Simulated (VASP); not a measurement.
Input of a VASP 6.6.1 run:

File INCAR:

```
  PREC = Accurate
  ENCUT = 520
  EDIFF = 1E-7
  ISMEAR = -1
  SIGMA = 0.2361
  LREAL = F
  LASPH = T
  NELM = 80
  ALGO = Normal
  ISIF = 2
  LWAVE = F
  LCHARG = T
  GGA = PE
  LELF = T
  LVHAR = T
  ISYM = 0
  NBANDS = 45
```

KPOINTS

```
Automatic mesh
0
Gamma
  1 1 1
```

Contents of POSCAR:

```
Si3N4
1.0
    5.3378070000     -0.0461070000     -0.0620370000
   -0.0461070000      5.3190510000      0.1015160000
   -0.0620370000      0.1015160000      5.4132090000
Si N
6 8
Direct
    0.8155151847     -0.2363716409      0.8614383112
    0.1475141011      0.2720964298      0.1581193690
    0.6647498085      0.5093822234      0.3829504159
    0.1843811828     -0.2369386889      0.3960974947
    0.6059315156      0.2806328063      0.8955679438
    0.3269592007     -0.2177449660      0.9367261020
    0.1280651150     -0.1830299526      0.6929385590
    0.6936572667      0.5242498552      0.6659417118
    0.1741590343      0.4113983833      0.4246815125
    0.8319981441      0.3897401674      1.1405897696
    0.3370116917      0.4327572399      0.9327373856
    0.4807051458      0.7856006205      0.3292003823
    0.6134241545     -0.0179472778      0.7632258297
    0.1462535876     -0.0509648045      0.1151612430
```

Potentials or basis: VASP PAW PBE potentials, release 64 (Si, N).

Launch:

```bash
$ cat potpaw_PBE.64/Si/POTCAR potpaw_PBE.64/N/POTCAR > POTCAR
$ mpirun -np 1 vasp_gam > vasp.out
```

Q: Estimate the pressure.

A: 6.0 GPa.

Q: What does it give for the band gap on the k mesh?

A: 0.99 eV.

Stress tensor (GPa, compression positive):
```
 10.52  -0.16   5.99
 -0.16 -11.06   0.77
  5.99   0.77  18.40
```

Caveat: the k points lie up to 1.18 Å⁻¹ apart.
